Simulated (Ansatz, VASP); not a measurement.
Two plane-wave programs on K2BaH3

The input INCAR:

```
SYSTEM = K2BaH3
  ALGO = Fast
  EDIFF = 1E-6
  ENCUT = 520
  GGA = PE
  ISIF = 2
  ISMEAR = 0
  LASPH = .TRUE.
  LCHARG = .FALSE.
  LREAL = .FALSE.
  LWAVE = .FALSE.
  NBANDS = 24
  NELM = 60
  PREC = Accurate
  SIGMA = 0.1
```

Contents of KPOINTS:

```
k-points
0
G
  6 6 2
  0 0 0
```

File POSCAR:

```
K2BaH3
1.0
    4.7735591800      0.0000000000      0.0000000000
   -2.3867795900      4.1340235100      0.0000000000
    0.0000000000      0.0000000000      7.6595260700
K Ba H
2 1 3
Direct
    0.3333333300      0.6666666700      0.2557500000
    0.6666666700      0.3333333300      0.7442500000
    0.0000000000      0.0000000000      0.0000000000
    0.3333333300      0.6666666700      0.6460000300
    0.6666666700      0.3333333300      0.3539999700
    0.0000000000      0.0000000000      0.5000000000
```

Input for Ansatz:

```yaml
crystal:
  lattice:
    - [4.77355918, 0.0, 0.0]
    - [-2.38677959, 4.13402351, 0.0]
    - [0.0, 0.0, 7.65952607]
  atoms:
    - { symbol: K, position: [0.33333333, 0.66666667, 0.25575] }
    - { symbol: K, position: [0.66666667, 0.33333333, 0.74425] }
    - { symbol: Ba, position: [0.0, 0.0, 0.0] }
    - { symbol: H, position: [0.33333333, 0.66666667, 0.64600003] }
    - { symbol: H, position: [0.66666667, 0.33333333, 0.35399997] }
    - { symbol: H, position: [0.0, 0.0, 0.5] }
basis:
  ecutwfc: 420
kpoints:
  mp_grid: { grid: [6, 6, 2] }
hamiltonian:
  xc: pbe
scf:
  occupations: { method: gaussian, width: 0.1 }
  lower_state_search: "off"
output:
  forces: true
  stress: true
  eigenvalues: true
```

Change from the starting cell: species swapped into the Li3LaBi2 type (P-3m1, No. 164).

Alike in both runs: task single point; functional PBE; k mesh 6 × 6 × 2; occupations gaussian, width 0.1 eV; no spin polarisation.

|  | VASP | Ansatz |
| --- | --- | --- |
| version | VASP 6.6.1 | Ansatz 0.2.0 |
| potentials or method | VASP PAW PBE potentials, release 64 (K_sv, Ba_sv, H), cutoff 520 eV | scalar-relativistic, plane waves, PAW |
| valence electrons in the cell | 31 | 31 |

Ansatz gave:

| Property | Result |
| --- | --- |
| gap on the k mesh at the Fermi level (eV) | none |
| pressure (GPa) | -0.6 |
| traceless stress, the component that is largest in VASP (GPa) | -2.95 |
| rms of the force components (eV/Å) | 0.797 |

Q: Estimate VASP's values.

A: gap on the k mesh at the Fermi level (eV): none; pressure (GPa): -0.5; traceless stress, the component that is largest in VASP (GPa): -2.94; rms of the force components (eV/Å): 0.801.

Atom by atom the forces differ by 0.005 eV/Å (rms over components). A gap of «none» marks a metal or a gap that the smearing closes.

The k mesh is coarse, so the values compare programs but aren't converged. Neither program's run includes spin-orbit coupling.
